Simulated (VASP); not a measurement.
Runs of VASP 6.6.1 on Sc. The structure is that of space group Fd-3m (No. 227), or close to it. The cells are those of the table. 

| task | cell | k mesh | cutoff (eV) | gap on the mesh (eV) | pressure (GPa) |
| --- | --- | --- | --- | --- | --- |
| single point | a = 4.513 Å, angles 60.0°, 2 atoms | 10 × 10 × 10 | 520 | none | -0.4 |
| single point | a = 4.570 Å, angles 60.0°, 2 atoms | 10 × 10 × 10 | 520 | none | -0.7 |
| single point | a = 4.394 Å, angles 60.0°, 2 atoms | 10 × 10 × 10 | 520 | none | 0.5 |
| single point | a = 4.626 Å, angles 60.0°, 2 atoms | 10 × 10 × 10 | 520 | none | (a) |
| single point | a = 4.455 Å, angles 60.0°, 2 atoms | 10 × 10 × 10 | 520 | none | 0.0 |
| relaxation of cell and atoms | relaxed from a = 4.570 Å, angles 60.0°, 2 atoms | 9 × 9 × 9 | 600 | none | 0.0 |
| single point | a = 4.455 Å, angles 60.0°, 2 atoms | 9 × 9 × 9 | 520 | none | 0.0 |

Alike in all rows: level PBEsol; potentials or basis VASP PAW PBE potentials, release 64 (Sc_sv); no spin polarisation; smearing fermi-dirac 0.1 eV.

**Question.** Fill in the values left out.

**Answer.** (a) -1.0.

Caveats: the PAW data sets were made with another functional, which shifts forces and pressure a little.

A gap of «none» marks levels without a gap at the run's occupations.
